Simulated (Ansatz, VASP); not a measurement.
**Pb: VASP beside Ansatz**

Contents of INCAR:

```
PREC = Accurate ; ENCUT = 520
EDIFF = 1E-6 ; ISMEAR = 0
SIGMA = 0.15 ; LREAL = False
LASPH = True ; NELM = 100
ALGO = Fast ; ISIF = 2
LWAVE = False ; LCHARG = True
GGA = PS ; LELF = True
LVHAR = True ; NBANDS = 21
```

KPOINTS

```
regular mesh
0
Gamma
  18 18 10
```

The input POSCAR:

```
Pb
1.0
    3.1885865710      0.0000000000      0.0000000000
   -1.5942932855      2.7613969726      0.0000000000
    0.0000000000      0.0000000000      6.6584637968
Pb
2
Direct
    0.3333333333      0.6666666667      0.2500000000
    0.6666666667      0.3333333333      0.7500000000
```

Input for Ansatz:

```yaml
crystal:
  lattice:
    - [3.188586571, 0.0, 0.0]
    - [-1.5942932855, 2.7613969726, 0.0]
    - [0.0, 0.0, 6.6584637968]
  atoms:
    - { symbol: Pb, position: [0.3333333333, 0.6666666667, 0.25] }
    - { symbol: Pb, position: [0.6666666667, 0.3333333333, 0.75] }
basis:
  ecutwfc: 420
kpoints:
  mp_grid: { grid: [18, 18, 10] }
hamiltonian:
  xc: pbesol
scf:
  occupations: { method: gaussian, width: 0.15 }
output:
  forces: true
  stress: true
  eigenvalues: true
```

Alike in both runs: task single point; functional PBEsol; k mesh 18 × 18 × 10; occupations gaussian, width 0.15 eV; no spin polarisation.

```csv
,VASP,Ansatz
version,VASP 6.6.1,Ansatz 0.2.0
potentials or method,"VASP PAW PBE potentials, release 64 (Pb_d), cutoff 520 eV","scalar-relativistic, plane waves, PAW"
valence electrons in the cell,28,28
```

Ansatz gave:

```
gap on the k mesh at the Fermi level (eV)                     : none
pressure (GPa)                                                : 4.6
traceless stress, the component that is largest in VASP (GPa) : -8.83
```

Question: Which values does VASP return?

Answer: gap on the k mesh at the Fermi level (eV): none; pressure (GPa): 4.5; traceless stress, the component that is largest in VASP (GPa): -8.81.

VASP's potentials were made for PBE, not for PBEsol. A gap of «none» marks a metal or a gap that the smearing closes.

Spin-orbit coupling is off throughout.
